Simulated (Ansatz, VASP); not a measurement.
# One calculation of Pt, two programs

```
Pt
1.0
     0.00000    1.96090    1.96090
     1.96090    0.00000    1.96090
     1.96090    1.96090    0.00000
Pt
1
Cartesian
  0.0000 0.0000 0.0000
```

Alike in both runs: functional PBE; k mesh 7 × 7 × 7; occupations fermi-dirac, width 0.05 eV; no spin polarisation.

|  | VASP | Ansatz |
| --- | --- | --- |
| version | VASP 6.6.1 | Ansatz 0.2.0 |
| potentials or method | VASP PAW PBE potentials, release 64 (Pt) | Ansatz PAW |
| plane-wave cutoff (eV) | 520 | 420 |
| valence electrons in the cell | 10 | 18 |
| task | single point | band structure |

```tsv
	VASP	Ansatz	Ansatz less VASP
gap on the k mesh at the Fermi level (eV)	none	none	-
pressure (GPa)	11.2	11.7	+0.49
```

A gap of «none» marks a metal or a gap that the smearing closes. VASP's potentials hold 10 valence electrons a cell and Ansatz's 18, so a difference there can come from the potentials and not from the codes.

The k mesh is coarse, so the values compare programs but aren't converged. Neither program's run includes spin-orbit coupling.
